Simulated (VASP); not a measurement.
# BN (Pm) in VASP: further runs

BN is run at these levels: PBE+D3(BJ); tasks: single point.

Program: VASP 6.6.1. These are calculated values, not measurements. Logs are shortened: lines on timing, memory, paths and dates and some standing lists are left out, and cuts for length are marked.

### 1 The cell of the first run

It takes space group Pm (No. 6, monoclinic). The conventional cell has a = 2.551 Å, b = 6.592 Å, c = 2.551 Å, α = 90.00°, β = 116.59°, γ = 90.00°. Within 1.9 Å of B (site symmetry m) lie 3 N at 1.45 to 1.52 Å. Within 1.9 Å of B (site symmetry m) lie 3 N at 1.45 to 1.52 Å. N (site symmetry m) has 3 B at 1.45 to 1.52 Å within 1.9 Å. N (site symmetry m) has 3 B at 1.45 to 1.52 Å within 1.9 Å.

### 2 Single point, PBE+D3(BJ) (atoms displaced along a vibrational mode, the cell strained)

The input, INCAR:

```
  PREC = Accurate
  ENCUT = 520
  EDIFF = 1E-6
  ISMEAR = 1
  SIGMA = 0.05
  LREAL = False
  LASPH = True
  NELM = 60
  ALGO = Normal
  ISIF = 2
  LWAVE = False
  LCHARG = True
  GGA = PE
  IVDW = 12
  LELF = True
  LVHAR = True
  NBANDS = 16
```

The input, KPOINTS:

```
Automatic mesh
0
Gamma
  12 12 4
```

The input, POSCAR:

```
BN
1.0
    2.6815406787      0.0000000000      0.0000000000
   -1.3407703394      2.1703573356      0.0000000000
    0.0000000000      0.0000000000      6.5923998870
B N
2 2
Direct
   -0.1037260910      0.0000000000      0.5000000000
    0.4372392715      0.6666666667      0.0000000000
    0.1034051985      0.0000000000      0.0000000000
    0.5631226698      0.3333333333      0.5000000000
```

Potentials or basis: VASP PAW PBE potentials, release 64 (B, N).

On the command line:

```
cat potpaw_PBE.64/B/POTCAR potpaw_PBE.64/N/POTCAR > POTCAR
mpirun -np 1 vasp_std > vasp.out
```

OUTCAR:

```text
PREC = Accurate
   ENCUT = 520
   EDIFF = 1E-6
   ISMEAR = 1
   LREAL = False
   LASPH = True
   NELM = 60
   ISIF = 2
   GGA = PE
   IVDW = 12
 IVDW          = 12

 ion  position               nearest neighbor table
   1  0.896  0.000  0.500-   4 1.45   4 1.52   4 1.52
   2  0.437  0.667  0.000-   3 1.45   3 1.52   3 1.52
   3  0.103  0.000  0.000-   2 1.45   2 1.52   2 1.52
   4  0.563  0.333  0.500-   1 1.45   1 1.52   1 1.52

  Warning from LATTYP: Monoclinic adjustment (A1->A3, A2->A1, A3->A2)!
  LATTYP: Found a base centered orthorhombic cell.
 ALAT       =     2.6815406787
 B/A-ratio  =     1.6187390725
 C/A-ratio  =     2.4584373973

  Lattice vectors:

 A1 = (   1.3407703394,  -2.1703573356,   0.0000000000)
 A2 = (   1.3407703393,   2.1703573356,   0.0000000000)
 A3 = (   0.0000000000,   0.0000000000,   6.5923998870)

Analysis of symmetry for initial positions (statically):
=====================================================================
 Subroutine PRICEL returns:
 Original cell was already a primitive cell.

 Routine SETGRP: Setting up the symmetry group for a
 base centered orthorhombic supercell.

 Subroutine GETGRP returns: Found  2 space group operations
 (whereof  2 operations were pure point group operations)
 out of a pool of  8 trial point group operations.

The static configuration has the point symmetry C_1h.

Analysis of symmetry for dynamics (positions and initial velocities):
=====================================================================
 Subroutine PRICEL returns:
 Original cell was already a primitive cell.

 Routine SETGRP: Setting up the symmetry group for a
 base centered orthorhombic supercell.

 Subroutine GETGRP returns: Found  2 space group operations
 (whereof  2 operations were pure point group operations)
 out of a pool of  8 trial point group operations.

The dynamic configuration has the point symmetry C_1h.

 Subroutine INISYM returns: Found  2 space group operations
 (whereof  2 operations are pure point group operations),
 and found     1 'primitive' translations

----------------------------------------------------------------------------------------

                                     Primitive cell

  volume of cell :      38.3671

  direct lattice vectors                    reciprocal lattice vectors
     2.681540679  0.000000000  0.000000000     0.372919944  0.230376810  0.000000000
    -1.340770339  2.170357336  0.000000000     0.000000000  0.460753620  0.000000000
     0.000000000  0.000000000  6.592399887     0.000000000  0.000000000  0.151689827

  length of vectors
     2.681540679  2.551100952  6.592399887     0.438340917  0.460753620  0.151689827

  position of ions in fractional coordinates (direct lattice)
     0.896273909  0.000000000  0.500000000
     0.437239271  0.666666667  0.000000000
     0.103405198  0.000000000  0.000000000
     0.563122670  0.333333333  0.500000000

  ion indices of the primitive-cell ions
   primitive index   ion index
                 1           1
                 2           2
                 3           3
                 4           4

----------------------------------------------------------------------------------------

 KPOINTS: Automatic mesh

Automatic generation of k-mesh.
 Grid dimensions read from file:
 generate k-points for:   12   12    4

 Generating k-lattice:

  Cartesian coordinates                     Fractional coordinates (reciprocal lattice)
     0.031076662  0.019198068  0.000000000     0.083333333  0.000000000  0.000000000
     0.000000000  0.038396135  0.000000000     0.000000000  0.083333333  0.000000000
     0.000000000  0.000000000  0.037922457     0.000000000  0.000000000  0.250000000

  Length of vectors
     0.036528410  0.038396135  0.037922457

  Shift w.r.t. Gamma in fractional coordinates (k-lattice)
     0.000000000  0.000000000  0.000000000

 Subroutine IBZKPT returns following result:
 ===========================================

 Found    222 irreducible k-points:

 Following reciprocal coordinates:
            Coordinates               Weight
  0.000000  0.000000  0.000000      1.000000
  0.083333 -0.000000  0.000000      2.000000
  0.083333 -0.083333  0.000000      2.000000
  0.166667 -0.000000  0.000000      2.000000
  0.166667 -0.166667  0.000000      2.000000
  0.250000  0.000000  0.000000      2.000000
[... 16 lines left out ...]
  0.416667  0.083333  0.000000      2.000000
  0.416667  0.500000  0.000000      2.000000
 [... further k-points ...]
   k-points           NKPTS =    222   k-points in BZ     NKDIM =    222   number of bands    NBANDS=     16
   number of dos      NEDOS =    301   number of ions     NIONS =      4
   total plane-waves  NPLWV =  20000
   dimension x,y,z NGX =    20 NGY =   20 NGZ =   50
   dimension x,y,z NGXF=    40 NGYF=   40 NGZF=  100
   ions per type =               2   2
   NGX,Y,Z   is equivalent  to a cutoff of  12.40, 13.03, 12.61 a.u.
   NGXF,Y,Z  is equivalent  to a cutoff of  24.80, 26.07, 25.22 a.u.
 SYSTEM =  unknown system
   PREC   = accura    normal or accurate (medium, high low for compatibility)
   ISTART =      0    job   : 0-new  1-cont  2-samecut
   ICHARG =      2    charge: 1-file 2-atom 10-const
   ISPIN  =      1    spin polarized calculation?
   LNONCOLLINEAR =      F non collinear calculations
   LSORBIT =      F    spin-orbit coupling
   LASPH  =      T    aspherical Exc in radial PAW
   ENCUT  =  520.0 eV  38.22 Ry    6.18 a.u.   4.99  4.74 12.26*2*pi/ulx,y,z
   NELM   =     60;   NELMIN=  2; NELMDL= -5     # of ELM steps
   EDIFF  = 0.1E-05   stopping-criterion for ELM
   LREAL  =      F    real-space projection
   EDIFFG = 0.1E-04   stopping-criterion for IOM
   NSW    =      0    number of steps for IOM
   IBRION =     -1    ionic relax: 0-MD 1-quasi-New 2-CG
   NFREE  =      0    steps in history (QN), initial steepest desc. (CG)
   ISIF   =      2    stress and relaxation
   ISYM   =      2    0-nonsym 1-usesym 2-fastsym
   POTIM  = 0.5000    time-step for ionic-motion
   TEBEG  =    0.0;   TEEND  =   0.0 temperature during run
   PSTRESS=    0.0 pullay stress
   NELECT =      16.0000    total number of electrons
   NUPDOWN=      -1.0000    fix difference up-down
   EMIN   =  10.00;   EMAX   =-10.00  energy-range for DOS
   EFERMI =   0.00;   METHOD = LEGACY
   ISMEAR =     1;   SIGMA  =   0.05  broadening in eV -4-tet -1-fermi 0-gaus
   EFERMI_NEDOS =   21; number of points for ismear=-14 and -15
   IALGO  =     38    algorithm
   IMIX   =      4    mixing-type and parameters
     AMIX     =   0.40;   BMIX     =  1.00
     AMIX_MAG =   1.60;   BMIX_MAG =  1.00
  volume/ion in A,a.u.               =       9.59        64.73
  Fermi-wavevector in a.u.,A,eV,Ry     =   1.223099  2.311323 20.353938  1.495972
  Thomas-Fermi vector in A             =   2.358222
   LORBIT       =      0    0 simple, 1 ext, 2 COOP (PROOUT), +10 PAW based schemes
   GGA     = PE    functional components
   LHFCALC =     F    Hartree Fock is set to
   AEXX    =    0.0000 exact exchange contribution
   IVDW    =    12    specifies the selected vdW correction
   LEPSILON=     F    determine dielectric tensor
   LRPA    =     F    only Hartree local field effects (RPA)
 non-spin polarized calculation
 Methfessel and Paxton  Order N= 1 SIGMA  =   0.05
  energy-cutoff  :      520.00
  volume of cell :       38.37
 maximum number of plane-waves:      1047
   NGX =  9   NGY =  9   NGZ = 25

 number of electron      15.9999998 magnetization

 Free energy of the ion-electron system (eV)
  ---------------------------------------------------
  ext. energy  EPLUGINS =         0.00000000
  ---------------------------------------------------
  free energy    TOTEN  =       -34.74258187 eV

  energy without entropy =      -34.74262813  energy(sigma->0) =      -34.74259729

 E-fermi :   2.1437     XC(G=0):  -9.9115

 val. band max:        2.1143343450   @ k =   0.2500   0.4167   0.0000
 cond. band min:       5.4528810364   @ k =   0.5000   0.5000   0.0000
 fundamental gap:      3.3385466914
 Fermi energy:         2.1436517920

 k-point     1 :       0.0000    0.0000    0.0000
  band No.  band energies     occupation
      1     -15.3192      2.00000
      2     -14.9949      2.00000
      3      -3.8545      2.00000
      4      -1.6052      2.00000
      5       0.3752      2.00000
      6       0.4423      2.00000
[... 8 lines left out ...]
     15      13.9010      0.00000
     16      14.3294      0.00000

 k-point     2 :       0.0833   -0.0000    0.0000
  band No.  band energies     occupation
      1     -15.1980      2.00000
      2     -14.8784      2.00000
      3      -3.6875      2.00000
      4      -1.4615      2.00000
      5      -0.1712      2.00000
      6      -0.0853      2.00000
[... 8 lines left out ...]
     15      13.4389      0.00000
     16      14.5601      0.00000

 k-point     3 :       0.0833   -0.0833    0.0000
  band No.  band energies     occupation
      1     -15.1981      2.00000
      2     -14.8782      2.00000
      3      -3.6883      2.00000
      4      -1.4601      2.00000
      5      -0.1632      2.00000
      6      -0.0850      2.00000
[... 8 lines left out ...]
     15      13.5229      0.00000
     16      14.5660      0.00000

 k-point     4 :       0.1667   -0.0000    0.0000
  band No.  band energies     occupation
      1     -14.8417      2.00000
      2     -14.5372      2.00000
      3      -3.1925      2.00000
      4      -1.5553      2.00000
      5      -1.4639      2.00000
      6      -1.0415      2.00000
[... 8 lines left out ...]
     15      14.4239      0.00000
     16      15.5506      0.00000

 k-point     5 :       0.1667   -0.1667    0.0000
  band No.  band energies     occupation
      1     -14.8422      2.00000
      2     -14.5359      2.00000
      3      -3.1963      2.00000
      4      -1.5748      2.00000
      5      -1.4397      2.00000
      6      -1.0349      2.00000
[... 8 lines left out ...]
     15      14.4456      0.00000
     16      15.5785      0.00000

 k-point     6 :       0.2500    0.0000    0.0000
  band No.  band energies     occupation
      1     -14.2772      2.00000
      2     -14.0001      2.00000
      3      -3.2561      2.00000
      4      -3.1537      2.00000
      5      -2.3909      2.00000
      6      -0.7880      2.00000
[... 8 lines left out ...]
     15      16.0924      0.00000
     16      17.1504      0.00000
[... 267 lines left out ...]
 k-point    21 :       0.3333    0.0833    0.0000
  band No.  band energies     occupation
      1     -13.0865      2.00000
      2     -12.8972      2.00000
      3      -5.6301      2.00000
      4      -5.5229      2.00000
      5      -1.8337      2.00000
      6      -1.7409      2.00000
[... 8 lines left out ...]
     15      17.1598      0.00000
     16      17.4749      0.00000

 k-point    22 :       0.3333   -0.4167    0.0000
  band No.  band energies     occupation
      1     -13.1005      2.00000
      2     -12.8775      2.00000
      3      -5.7072      2.00000
      4      -5.4533      2.00000
      5      -1.8399      2.00000
      6      -1.7397      2.00000
[... 8 lines left out ...]
     15      16.3722      0.00000
     16      16.7998      0.00000

 k-point    23 :       0.4167    0.0833    0.0000
  band No.  band energies     occupation
      1     -12.5476      2.00000
      2     -12.4525      2.00000
      3      -6.4852      2.00000
      4      -6.3999      2.00000
      5      -2.1199      2.00000
      6      -2.0208      2.00000
[... 8 lines left out ...]
     15      16.9699      0.00000
     16      18.1142      0.00000

 k-point    24 :       0.4167    0.5000    0.0000
  band No.  band energies     occupation
      1     -12.5877      2.00000
      2     -12.4035      2.00000
      3      -6.5943      2.00000
      4      -6.3016      2.00000
      5      -2.1245      2.00000
      6      -2.0209      2.00000
[... 8 lines left out ...]
     15      16.2563      0.00000
     16      18.2186      0.00000

 [... further k-points ...]

------------------------ aborting loop because EDIFF is reached ----------------------------------------

 Edisp (eV)   -0.53156

 E8    (eV) :    -0.1560

  FORCE on cell =-STRESS in cart. coord.  units (eV):
  Direction    XX          YY          ZZ          XY          YZ          ZX
  --------------------------------------------------------------------------------------
  -------------------------------------------------------------------------------------
  Total     -12.30829    -2.19939     0.16653     0.09599     0.00000     0.00000
  in kB    -513.98336   -91.84462     6.95414     4.00831     0.00000     0.00000
  external pressure =     -199.62 kB  Pullay stress =        0.00 kB

 VOLUME and BASIS-vectors are now :
 -----------------------------------------------------------------------------
  energy-cutoff  :      520.00
  volume of cell :       38.37
      direct lattice vectors                 reciprocal lattice vectors
     2.681540679  0.000000000  0.000000000     0.372919944  0.230376810  0.000000000
    -1.340770339  2.170357336  0.000000000     0.000000000  0.460753620  0.000000000
     0.000000000  0.000000000  6.592399887     0.000000000  0.000000000  0.151689827

 POSITION                                       TOTAL-FORCE (eV/Angst)
 -----------------------------------------------------------------------------------
      2.40339      0.00000      3.29620         0.024596      0.452682      0.000000
      0.27863      1.44690      0.00000        -0.010023      0.470453      0.000000
      0.27729      0.00000      0.00000        -0.039293     -0.493792      0.000000
      1.06311      0.72345      3.29620         0.024719     -0.429343      0.000000
 -----------------------------------------------------------------------------------
    total drift:                               -0.000203     -0.000092      0.000000

  FREE ENERGIE OF THE ION-ELECTRON SYSTEM (eV)
  ---------------------------------------------------
  free  energy   TOTEN  =       -35.2741415329 eV

  energy  without entropy=      -35.2741877933  energy(sigma->0) =      -35.27415695
```

Run time: 53 s. Hardware: 1 thread of Intel Xeon 6975P-C (Granite Rapids), shared host; peak memory 0.24 GiB.

What came out:

| Item | Value |
| --- | --- |
| Free energy | -35.2741 eV |
| Pressure | -20.0 GPa |
| Largest force | 0.495 eV/Å |
| Band gap on the k mesh | 3.34 eV (least direct gap 3.78 eV) |
| Dispersion energy per atom | -0.133 eV |

Forces in eV/Å, atoms in the order of the input:
```
B    0.025  0.453  0.000
B   -0.010  0.470  0.000
N   -0.039 -0.494  0.000
N    0.025 -0.429  0.000
```

Caveat: the cell differs from its parent crystal (atoms displaced along a vibrational mode, the cell strained); the cell stands under tension.

### 3 Single point, PBE+D3(BJ) (atoms displaced along a vibrational mode, the cell strained)

The input, INCAR:

```
PREC = Accurate
ENCUT = 520
EDIFF = 1E-6
ISMEAR = 1
SIGMA = 0.05
LREAL = F
LASPH = T
NELM = 100
ALGO = Normal
ISIF = 2
LWAVE = F
LCHARG = F
GGA = PE
IVDW = 12
NBANDS = 16
```

The input, KPOINTS:

```
regular mesh
0
Gamma
  12 12 4
```

The input, POSCAR:

```
BN
1.0
    2.6815406787      0.0000000000      0.0000000000
   -1.3407703394      2.1703573356      0.0000000000
    0.0000000000      0.0000000000      6.5923998870
B N
2 2
Direct
   -0.0345753637      0.0000000000      0.5000000000
    0.3679686461      0.6666666667      0.0000000000
    0.0344683995      0.0000000000      0.0000000000
    0.6321520011      0.3333333333      0.5000000000
```

Potentials or basis: VASP PAW PBE potentials, release 64 (B, N).

On the command line:

```
cat potpaw_PBE.64/B/POTCAR potpaw_PBE.64/N/POTCAR > POTCAR
mpirun -np 1 vasp_std > vasp.out
```

Wall time 52 s (1 thread of Intel Xeon 6975P-C (Granite Rapids), shared host); peak memory 0.24 GiB.

The run converged. Its results:

```
Free energy                : -35.2881 eV
Pressure                   : -20.1 GPa
Largest force              : 0.475 eV/Å
Band gap on the k mesh     : 3.79 eV (least direct gap 4.14 eV)
Dispersion energy per atom : -0.133 eV
```

Forces on the atoms (eV/Å):
```
B    0.009  0.464  0.000
B   -0.001  0.470  0.000
N   -0.020 -0.459  0.000
N    0.012 -0.475  0.000
```

Stress tensor (GPa, compression positive):
```
-51.17   0.17   0.00
  0.17  -9.13   0.00
  0.00   0.00   0.12
```

Levels at points of the mesh, in eV from the valence-band top:
| k point | band 5 | band 6 | band 7 | band 8 | band 9 | band 10 | band 11 | band 12 |
| --- | --- | --- | --- | --- | --- | --- | --- | --- |
| (0.00, 0.00, 0.00) | -1.69 | -1.56 | -1.53 | -1.40 | 5.02 | 9.51 | 9.71 | 9.93 |
| (0.50, 0.00, 0.00) | -3.83 | -3.69 | -1.42 | -1.00 | 4.30 | 4.98 | 9.06 | 9.21 |
| (0.50, 0.50, 0.00) | -3.83 | -3.69 | -1.63 | -0.71 | 3.79 | 5.44 | 9.04 | 9.26 |
| (0.00, 0.50, 0.00) | -4.72 | -4.57 | -0.95 | -0.33 | 4.19 | 5.21 | 7.32 | 7.51 |
| (0.00, 0.00, 0.50) | -1.69 | -1.56 | -1.53 | -1.40 | 7.14 | 7.20 | 9.94 | 10.05 |
| (0.50, 0.00, 0.50) | -3.82 | -3.70 | -1.19 | -1.07 | 4.27 | 4.36 | 9.29 | 9.45 |
| (0.50, 0.50, 0.50) | -3.82 | -3.70 | -1.19 | -1.07 | 4.31 | 4.36 | 9.33 | 9.40 |
| (0.00, 0.50, 0.50) | -4.71 | -4.59 | -0.64 | -0.52 | 4.39 | 4.50 | 7.46 | 7.60 |

Caveat: the cell differs from its parent crystal (atoms displaced along a vibrational mode, the cell strained); the cell stands under tension.

### 4 Single point, PBE+D3(BJ) (atoms displaced along a vibrational mode, the cell strained)

The input, INCAR:

```
SYSTEM = BN
PREC = Accurate
ENCUT = 520
EDIFF = 1E-7
ISMEAR = 1
SIGMA = 0.05
LREAL = .FALSE.
LASPH = .TRUE.
NELM = 80
ALGO = Normal
ISIF = 2
LWAVE = .FALSE.
LCHARG = .TRUE.
GGA = PE
IVDW = 12
LELF = .TRUE.
LVHAR = .TRUE.
NBANDS = 16
```

The input, KPOINTS:

```
regular mesh
0
G
  12 12 4
  0 0 0
```

The input, POSCAR:

```
BN
1.0
    2.3306848890      0.0000000000      0.0000000000
   -1.1653424445      2.1703573356      0.0000000000
    0.0000000000      0.0000000000      6.5923998870
B N
2 2
Direct
   -0.1037260910      0.0000000000      0.5000000000
    0.4372392715      0.6666666667      0.0000000000
    0.1034051985      0.0000000000      0.0000000000
    0.5631226698      0.3333333333      0.5000000000
```

On the command line:

```
cat potpaw_PBE.64/B/POTCAR potpaw_PBE.64/N/POTCAR > POTCAR
mpirun -np 1 vasp_std > vasp.out
```

Wall time 2.1 min (1 thread of Intel Xeon 8259CL, shared host); peak memory 0.23 GiB.

The run converged. Its results:

* Free energy: -35.1157 eV
* Pressure: 32.4 GPa
* Largest force: 1.429 eV/Å
* Band gap on the k mesh: 3.92 eV (least direct gap 4.28 eV)
* Dispersion energy per atom: -0.152 eV

Forces in eV/Å, atoms in the order of the input:
```
B    0.024 -1.396  0.000
B   -0.054 -1.391  0.000
N    0.022  1.357  0.000
N    0.007  1.429  0.000
```

Stress tensor (GPa, compression positive):
```
81.46  0.38  0.00
 0.38 15.73  0.00
 0.00  0.00 -0.02
```

Levels at points of the mesh, in eV from the valence-band top:
```csv
k point,band 6,band 7,band 8,band 9,band 10,band 11
"(0.00, 0.00, 0.00)",-1.64,-1.15,-1.10,4.97,10.42,10.69
"(0.50, 0.00, 0.00)",-4.81,-1.15,-0.98,4.85,5.25,9.71
"(0.50, 0.50, 0.00)",-4.81,-1.55,-0.43,3.92,6.11,9.75
"(0.00, 0.50, 0.00)",-3.64,-2.11,-1.47,4.12,5.46,11.02
"(0.00, 0.00, 0.50)",-1.64,-1.15,-1.10,7.43,7.45,11.01
"(0.50, 0.00, 0.50)",-4.83,-1.02,-0.98,4.74,4.82,10.02
"(0.50, 0.50, 0.50)",-4.82,-1.04,-0.98,4.80,4.81,10.10
"(0.00, 0.50, 0.50)",-3.64,-1.76,-1.71,4.47,4.48,12.02
```

Caveat: the cell differs from its parent crystal (atoms displaced along a vibrational mode, the cell strained); the cell stands under pressure; forces of over 1 eV/Å act on the atoms, so gaps and moduli don't describe the material at rest.

(Continued in part 2 of 2.)
